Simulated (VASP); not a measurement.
A run of VASP 6.6.1 is set up as follows.

File INCAR:

```
SYSTEM = LiBr
ALGO     = Normal         ! electronic algorithm
EDIFF    = 1E-6           ! SCF threshold, eV
ENCUT    = 750            ! plane-wave cutoff, eV
GGA      = PS             ! functional
GGA_COMPAT= .False.      
ISIF     = 2              ! what is computed and relaxed
ISMEAR   = -1             ! smearing method
LASPH    = .True.         ! aspherical terms in the spheres
LCHARG   = .False.        ! write CHGCAR
LREAL    = .False.        ! projectors in reciprocal space
LWAVE    = .False.        ! write WAVECAR
NBANDS   = 12             ! bands
NELM     = 120            ! most SCF steps
PREC     = Accurate       ! precision mode
SIGMA    = 0.02           ! smearing width, eV
```

KPOINTS

```
k-points
0
Gamma
  8 8 8
  0 0 0
```

POSCAR

```
LiBr
1.0
    0.0000000000      2.7060993891      2.7060993891
    2.7060993891      0.0000000000      2.7060993891
    2.7060993891      2.7060993891      0.0000000000
Li Br
1 1
Direct
    0.0000000000      0.0000000000      0.0000000000
    0.5000000000      0.5000000000      0.5000000000
```

Potentials or basis: VASP PAW PBE potentials, release 64 (Li_sv, Br).

Launch:

```console
$ cat potpaw_PBE.64/Li_sv/POTCAR potpaw_PBE.64/Br/POTCAR > POTCAR
$ mpirun -np 1 vasp_std > vasp.out
```

(1) Predict the band gap on the k mesh.

(2) What does it give for the pressure?

Results:

(1) 4.98 eV, direct.

(2) 0.0 GPa.

Caveat: the PAW data sets were made with another functional, which shifts forces and pressure a little.
